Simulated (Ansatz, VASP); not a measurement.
SbSe5: VASP beside Ansatz

```xyz
6
Lattice="0.0000 4.9749 4.9749 4.9749 0.0000 4.9749 4.9749 4.9749 0.0000" Properties=species:S:1:pos:R:3 pbc="T T T"
Sb    4.9749    4.9749    4.9749
Se    6.4649    6.4649    6.4649
Se    3.4849    3.4849    6.4649
Se    3.4849    6.4649    3.4849
Se    6.4649    3.4849    3.4849
Se    0.0000    0.0000    0.0000
```

Alike in both runs: functional PBE; k mesh 3 × 3 × 3; occupations gaussian, width 0.2 eV; no spin polarisation.

Ansatz relaxed the structure, and its values are those at the end. VASP's run is a single point on that final structure, the one shown.

|  | VASP | Ansatz |
| --- | --- | --- |
| version | VASP 6.6.1 | Ansatz 0.2.0 |
| potentials or method | VASP PAW PBE potentials, release 64 (Sb, Se), cutoff 500 eV | scalar-relativistic, plane waves, PAW |
| valence electrons in the cell | 35 | 95 |

```csv
,VASP,Ansatz,Ansatz less VASP
gap on the k mesh at the Fermi level (eV),none,none,-
pressure (GPa),0.4,0.4,-0.01
rms of the force components (eV/Å),0.045,0.050,+0.0046
```

A gap of «none» marks a metal or a gap that the smearing closes. The functional is the same, so the differences come from potentials, cutoffs and numerics. VASP's potentials hold 35 valence electrons a cell and Ansatz's 95, so a difference there can come from the potentials and not from the codes.

The k mesh is coarse, so the values compare programs but aren't converged. Spin-orbit coupling is off throughout.
